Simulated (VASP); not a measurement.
# Sn (Pm-3n) in VASP: single point with PBE

Aim: the single point of Sn with PBE.

Everything below comes from runs of VASP 6.6.1. Logs are shortened: lines on timing, memory, paths and dates and some standing lists are left out, and cuts for length are marked.

### 1 The cell of the first run

Symmetry: Pm-3n, No. 223, cubic system. The conventional cell has a = 6.128 Å, b = 6.128 Å, c = 6.128 Å, α = 90.00°, β = 90.00°, γ = 90.00°. Within 4.5 Å of Sn (site symmetry m-3) lie 12 Sn at 3.43 Å. Sn (site symmetry -4m2) has 14 Sn at 3.06 to 3.75 Å within 4.0 Å.

### 2 Single point, PBE

INCAR

```
  PREC = Accurate
  ENCUT = 520
  EDIFF = 1E-6
  ISMEAR = -1
  SIGMA = 0.1
  LREAL = False
  LASPH = True
  NELM = 100
  ALGO = Normal
  ISIF = 2
  LWAVE = False
  LCHARG = True
  GGA = PE
  LELF = True
  LVHAR = True
  NBANDS = 66
```

KPOINTS

```
regular mesh
0
Gamma
  6 6 6
```

POSCAR

```
Sn
1.0
    6.1275642688      0.0000000000      0.0000000000
    0.0000000000      6.1275642688      0.0000000000
    0.0000000000      0.0000000000      6.1275642688
Sn
8
Direct
    1.0000000000      0.0000000000      1.0000000000
    0.5000000000      0.5000000000      0.5000000000
    0.2500000000      1.0000000000      0.5000000000
    0.7500000000      1.0000000000      0.5000000000
    0.5000000000      0.2500000000      0.0000000000
    0.5000000000      0.7500000000      1.0000000000
    1.0000000000      0.5000000000      0.2500000000
    0.0000000000      0.5000000000      0.7500000000
```

Potentials or basis: VASP PAW PBE potentials, release 64 (Sn_d).

The run is started by

```console
cat potpaw_PBE.64/Sn_d/POTCAR > POTCAR
mpirun -np 1 vasp_std > vasp.out
```

OUTCAR:

```text
PREC = Accurate
   ENCUT = 520
   EDIFF = 1E-6
   ISMEAR = -1
   LREAL = False
   LASPH = True
   NELM = 100
   ISIF = 2
   GGA = PE

 ion  position               nearest neighbor table
   1  0.000  0.000  0.000-   3 3.43   4 3.43   5 3.43   6 3.43   7 3.43   8 3.43   3 3.43   4 3.43
                             7 3.43   8 3.43   5 3.43   6 3.43
   2  0.500  0.500  0.500-   3 3.43   4 3.43   5 3.43   6 3.43   7 3.43   8 3.43   5 3.43   6 3.43
                             3 3.43   4 3.43   7 3.43   8 3.43
   3  0.250  0.000  0.500-   4 3.06   4 3.06   1 3.43   1 3.43   2 3.43   2 3.43   8 3.75   5 3.75
                             5 3.75   6 3.75   6 3.75   7 3.75   8 3.75   7 3.75
   4  0.750  0.000  0.500-   3 3.06   3 3.06   1 3.43   1 3.43   2 3.43   2 3.43   8 3.75   5 3.75
                             5 3.75   6 3.75   6 3.75   7 3.75   8 3.75   7 3.75
   5  0.500  0.250  0.000-   6 3.06   6 3.06   1 3.43   2 3.43   2 3.43   1 3.43   8 3.75   4 3.75
                             3 3.75   4 3.75   3 3.75   7 3.75   7 3.75   8 3.75
   6  0.500  0.750  0.000-   5 3.06   5 3.06   1 3.43   2 3.43   2 3.43   1 3.43   8 3.75   4 3.75
                             3 3.75   4 3.75   3 3.75   7 3.75   7 3.75   8 3.75
   7  0.000  0.500  0.250-   8 3.06   8 3.06   1 3.43   2 3.43   1 3.43   2 3.43   3 3.75   4 3.75
                             5 3.75   3 3.75   4 3.75   6 3.75   5 3.75   6 3.75
   8  0.000  0.500  0.750-   7 3.06   7 3.06   1 3.43   2 3.43   1 3.43   2 3.43   3 3.75   4 3.75
                             5 3.75   3 3.75   4 3.75   6 3.75   5 3.75   6 3.75

  LATTYP: Found a simple cubic cell.
 ALAT       =     6.1275642688

  Lattice vectors:

 A1 = (   6.1275642688,   0.0000000000,   0.0000000000)
 A2 = (   0.0000000000,   6.1275642688,   0.0000000000)
 A3 = (   0.0000000000,   0.0000000000,   6.1275642688)

Analysis of symmetry for initial positions (statically):
=====================================================================
 Subroutine PRICEL returns:
 Original cell was already a primitive cell.

 Routine SETGRP: Setting up the symmetry group for a
 simple cubic supercell.

 Subroutine GETGRP returns: Found 48 space group operations
 (whereof 24 operations were pure point group operations)
 out of a pool of 48 trial point group operations.

The static configuration has the point symmetry T_h .
 The point group associated with its full space group is O_h .

Analysis of symmetry for dynamics (positions and initial velocities):
=====================================================================
 Subroutine PRICEL returns:
 Original cell was already a primitive cell.

[... 122 lines left out ...]
   ISYM   =      2    0-nonsym 1-usesym 2-fastsym
   POTIM  = 0.5000    time-step for ionic-motion
   TEBEG  =    0.0;   TEEND  =   0.0 temperature during run
   PSTRESS=    0.0 pullay stress
   NELECT =     112.0000    total number of electrons
   NUPDOWN=      -1.0000    fix difference up-down
   EMIN   =  10.00;   EMAX   =-10.00  energy-range for DOS
   EFERMI =   0.00;   METHOD = LEGACY
   ISMEAR =    -1;   SIGMA  =   0.10  broadening in eV -4-tet -1-fermi 0-gaus
   EFERMI_NEDOS =   21; number of points for ismear=-14 and -15
   IALGO  =     38    algorithm
   IMIX   =      4    mixing-type and parameters
     AMIX     =   0.40;   BMIX     =  1.00
     AMIX_MAG =   1.60;   BMIX_MAG =  1.00
  volume/ion in A,a.u.               =      28.76       194.08
  Fermi-wavevector in a.u.,A,eV,Ry     =   1.287833  2.433652 22.565459  1.658514
  Thomas-Fermi vector in A             =   2.419824
   LORBIT       =      0    0 simple, 1 ext, 2 COOP (PROOUT), +10 PAW based schemes
   GGA     = PE    functional components
   LHFCALC =     F    Hartree Fock is set to
   AEXX    =    0.0000 exact exchange contribution
   IVDW    =     0    specifies the selected vdW correction
   LEPSILON=     F    determine dielectric tensor
   LRPA    =     F    only Hartree local field effects (RPA)
 non-spin polarized calculation
  energy-cutoff  :      520.00
  volume of cell :      230.07
 maximum number of plane-waves:      6220
 NGX is ok and might be reduce to    48
   NGX = 23   NGY = 23   NGZ = 23

 number of electron     112.0000072 magnetization

 Free energy of the ion-electron system (eV)
  ---------------------------------------------------
  ext. energy  EPLUGINS =         0.00000000
  ---------------------------------------------------
  free energy    TOTEN  =       -29.85698516 eV

  energy without entropy =      -29.68996779  energy(sigma->0) =      -29.77347648

 E-fermi :   7.4754     XC(G=0): -10.0954

 val. band max:        7.4536292948   @ k =   0.3333   0.1667   0.1667
 cond. band min:       7.4899685298   @ k =   0.3333   0.1667   0.1667
 fundamental gap:      0.0363392350
 Fermi energy:         7.4753830652

 k-point     1 :       0.0000    0.0000    0.0000
  band No.  band energies     occupation
      1     -14.2292      2.00000
      2     -14.2223      2.00000
      3     -14.2223      2.00000
      4     -14.1220      2.00000
      5     -14.1220      2.00000
      6     -14.1220      2.00000
[... 1369 lines left out ...]
     65       9.1332      0.00000
     66       9.1333      0.00000

------------------------ aborting loop because EDIFF is reached ----------------------------------------

  FORCE on cell =-STRESS in cart. coord.  units (eV):
  Direction    XX          YY          ZZ          XY          YZ          ZX
  --------------------------------------------------------------------------------------
  -------------------------------------------------------------------------------------
  Total       -0.5741435     -0.5741435     -0.5741435      0.0000000      0.0000000     -0.0000000
  in kB       -3.9982265     -3.9982265     -3.9982265      0.0000000      0.0000000     -0.0000000
  external PRESSURE =      -3.9982265 kB  Pullay stress =       0.0000000 kB

 VOLUME and BASIS-vectors are now :
 -----------------------------------------------------------------------------
  energy-cutoff  :      520.00
  volume of cell :      230.07
      direct lattice vectors                 reciprocal lattice vectors
     6.127564269  0.000000000  0.000000000     0.163196983  0.000000000  0.000000000
     0.000000000  6.127564269  0.000000000     0.000000000  0.163196983  0.000000000
     0.000000000  0.000000000  6.127564269     0.000000000  0.000000000  0.163196983

 POSITION                                       TOTAL-FORCE (eV/Angst)
 -----------------------------------------------------------------------------------
      0.00000      0.00000      0.00000        -0.000000      0.000000     -0.000000
      3.06378      3.06378      3.06378        -0.000000      0.000000     -0.000000
      1.53189      0.00000      3.06378         0.000000      0.000000      0.000000
      4.59567      0.00000      3.06378        -0.000000     -0.000000     -0.000000
      3.06378      1.53189      0.00000        -0.000000      0.000000     -0.000000
      3.06378      4.59567      0.00000         0.000000      0.000000      0.000000
      0.00000      3.06378      1.53189        -0.000000     -0.000000      0.000000
      0.00000      3.06378      4.59567         0.000000     -0.000000     -0.000000
 -----------------------------------------------------------------------------------
    total drift:                                0.000000     -0.000000      0.000000

  FREE ENERGIE OF THE ION-ELECTRON SYSTEM (eV)
  ---------------------------------------------------
  free  energy   TOTEN  =       -29.8569851604 eV

  energy  without entropy=      -29.6899677908  energy(sigma->0) =      -29.77347648
```

OSZICAR:

```text
N       E                     dE             d eps       ncg     rms          rms(c)
DAV:   1     0.134709228530E+04    0.13471E+04   -0.53808E+04  2768   0.266E+03
DAV:   2     0.202691263854E+03   -0.11444E+04   -0.11265E+04  2640   0.733E+02
DAV:   3    -0.129455631023E+02   -0.21564E+03   -0.20732E+03  2850   0.245E+02
DAV:   4    -0.293643429918E+02   -0.16419E+02   -0.15870E+02  3016   0.680E+01
DAV:   5    -0.299447623164E+02   -0.58042E+00   -0.57675E+00  3394   0.128E+01    0.370E+00
DAV:   6    -0.298855414666E+02    0.59221E-01   -0.33230E-01  3604   0.383E+00    0.183E+00
DAV:   7    -0.298574351249E+02    0.28106E-01   -0.10696E-01  3016   0.254E+00    0.341E-01
DAV:   8    -0.298569382344E+02    0.49689E-03   -0.10674E-02  3150   0.136E+00    0.139E-01
DAV:   9    -0.298569881766E+02   -0.49942E-04   -0.32577E-03  3274   0.470E-01    0.316E-02
DAV:  10    -0.298569756067E+02    0.12570E-04   -0.19821E-04  3672   0.171E-01    0.186E-02
DAV:  11    -0.298569842306E+02   -0.86239E-05   -0.50347E-05  3418   0.739E-02    0.436E-03
DAV:  12    -0.298569851604E+02   -0.92978E-06   -0.59446E-06  2832   0.179E-02
   1 F= -.29856985E+02 E0= -.29773476E+02  d E =-.167017E+00
```

It took 5.7 min on 1 thread of Intel Xeon 8259CL, shared host; peak memory 0.43 GiB.

What came out:

- Free energy: -29.8570 eV
- Pressure: -0.4 GPa
- Band gap on the k mesh: zero (bands 56 and 57 overlap by 1.48 eV)

Levels at points of the mesh, in eV from the Fermi level:
```csv
k point,band 53,band 54,band 55,band 56,band 57,band 58,band 59,band 60
"(0.00, 0.00, 0.00)",-2.67,-1.44,-1.44,-1.44,-0.31,-0.31,-0.31,-0.23
"(0.50, 0.00, 0.00)",-1.62,-1.62,-0.59,-0.59,0.14,0.14,0.63,0.63
"(0.50, 0.50, 0.00)",-0.47,-0.37,0.19,0.19,0.35,0.35,0.98,1.21
"(0.50, 0.50, 0.50)",-0.03,-0.03,0.43,0.43,1.65,1.65,1.65,1.65
```

Caveat: spin-orbit coupling is left out, which moves the levels of the heavy elements.
